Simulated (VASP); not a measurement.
Runs of VASP 6.6.1 on TaF3. The structure is that of space group Pm-3m (No. 221), or close to it. The cells are those of the table. 

```tsv
task	level	potentials or basis	U	cell	k mesh	cutoff (eV)	smearing	second run	gap on the mesh (eV)	pressure (GPa)	relaxed volume (Å³/atom)
relaxation of cell and atoms	PBE+U	VASP PAW PBE potentials, release 64 (Ta_pv, F)	Ta d U = 6.0 eV	relaxed from a = 3.901 Å, 4 atoms	7 × 7 × 7	600	fermi-dirac 0.05 eV	-	none	-0.1	18.45
single point	PBE+U	VASP PAW PBE potentials, release 64 (Ta_sv_GW, F)	Ta d U = 2.0 eV	a = 4.137 Å, 4 atoms	7 × 7 × 7	600	fermi-dirac 0.05 eV	valence_matched	none	0.5	-
relaxation of cell and atoms	PBE	VASP PAW PBE potentials, release 64 (Ta_pv, F)	-	relaxed to 30 GPa from a = 3.901 Å, 4 atoms	7 × 7 × 7	600	fermi-dirac 0.05 eV	-	none	30.0	-
single point	PBE+U	VASP PAW PBE potentials, release 64 (Ta_pv, F)	Ta d U = 8.0 eV	a = 4.178 Å, 4 atoms	7 × 7 × 7	520	fermi-dirac 0.05 eV	-	none	2.8	-
relaxation of cell and atoms	PBE+U	VASP PAW PBE potentials, release 64 (Ta_sv_GW, F)	Ta d U = 5.0 eV	relaxed from a = 3.901 Å, 4 atoms	7 × 7 × 7	600	fermi-dirac 0.05 eV	valence_matched	none	-0.1	18.23
single point	PBE+U	VASP PAW PBE potentials, release 64 (Ta_pv, F)	Ta d U = 6.0 eV	a = 4.163 Å, 4 atoms	7 × 7 × 7	520	fermi-dirac 0.05 eV	-	none	2.3	-
single point	PBE	VASP PAW PBE potentials, release 64 (Ta_pv, F)	-	a = 3.901 Å, 4 atoms	6 × 6 × 6	520	gaussian 0.1 eV	-	none	(b)	-
single point	PBE	VASP PAW PBE potentials, release 64 (Ta_pv, F)	-	a = 3.876 Å, 4 atoms	7 × 7 × 7	520	fermi-dirac 0.05 eV	-	none	(a)	-
```

Alike in all rows: no spin polarisation.

Fill in the values left out.

(a) 30.5; (b) 25.9.

Caveats: spin-orbit coupling is left out, which moves the levels of the heavy elements; U without spin polarisation on a metal has little footing (some runs); the electronic state changed during the relaxation (some runs); the volume moved by over 15 % at a fixed basis, so the end points are rough (some runs); the volume moved by +24 % from the deposited cell, more than functionals usually miss (some runs); the cell is relaxed towards a set pressure, so the enthalpy falls and the energy may rise (some runs); the volume moved by +23 % from the deposited cell, more than functionals usually miss (some runs).

A k mesh can miss the band edges, and the runs leave out spin-orbit coupling on Ta.

A gap of «none» marks levels without a gap at the run's occupations.

The runs don't all hold the same shells in valence.
